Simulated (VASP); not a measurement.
Here is a VASP 6.6.1 calculation.

File INCAR:

```
PREC = Accurate
ENCUT = 600
EDIFF = 1E-6
ISMEAR = 0
SIGMA = 0.1
LREAL = False
LASPH = True
NELM = 80
ALGO = Normal
ISIF = 3
LWAVE = False
LCHARG = False
GGA = PE
IBRION = 2
NSW = 90
EDIFFG = -0.04
```

Contents of KPOINTS:

```
Automatic mesh
0
Gamma
  6 6 2
```

File POSCAR:

```
Ce2HfO6
1.0
    3.9953454300      0.0000000000      0.0000000000
   -1.9976727100      3.4600706400      0.0000000000
    0.0000000000      0.0000000000      9.7865576400
Ce Hf O
2 1 6
Direct
    0.6666666700      0.3333333300      0.8333333300
    0.3333333300      0.6666666700      0.1666666700
    0.0000000000      0.0000000000      0.5000000000
    0.0000000000      0.0000000000      0.7500000000
    0.3333333300      0.6666666700      0.4166666700
    0.6666666700      0.3333333300      0.0833333300
    0.6666666700      0.3333333300      0.5833333300
    0.0000000000      0.0000000000      0.2500000000
    0.3333333300      0.6666666700      0.9166666700
```

Potentials or basis: VASP PAW PBE potentials, release 64 (Ce, Hf_pv, O).

Launch:

```sh
$ cat potpaw_PBE.64/Ce/POTCAR potpaw_PBE.64/Hf_pv/POTCAR potpaw_PBE.64/O/POTCAR > POTCAR
$ mpirun -np 1 vasp_std > vasp.out
```

Problem. Predict the relaxed volume.

Solution. 12.67 Å³/atom.

Problem. What does it give for the band gap on the k mesh?

Solution. 1.60 eV (least direct gap 1.62 eV).

Step by step:
| step | energy change (eV) | largest force (eV/Å) | pressure (GPa) | volume (Å³) |
| --- | --- | --- | --- | --- |
| 1 | 0.0000 | 1.1835 | -22.90 | 135.29 |
| 2 | -0.1000 | 1.2671 | 43.10 | 97.43 |
| 3 | -1.9089 | 1.2350 | 0.16 | 113.86 |
| 4 | -1.9108 | 1.2360 | 1.03 | 113.35 |
| 5 | -2.1400 | 0.6816 | 1.00 | 113.14 |
| 6 | -2.2262 | 0.8091 | 1.60 | 112.89 |
| 7 | -2.2488 | 0.3994 | -2.11 | 115.12 |
| 8 | -2.2600 | 0.3251 | -0.83 | 114.29 |
| 9 | -2.2708 | 0.1907 | 0.74 | 113.44 |
| 10 | -2.2708 | 0.1853 | 0.80 | 113.40 |
| 11 | -2.2756 | 0.0316 | -0.18 | 114.03 |

Caveat: the volume moved by over 15 % at a fixed basis, so the end points are rough; spin-orbit coupling is left out, which moves the levels of the heavy elements. A k mesh can miss the band edges.
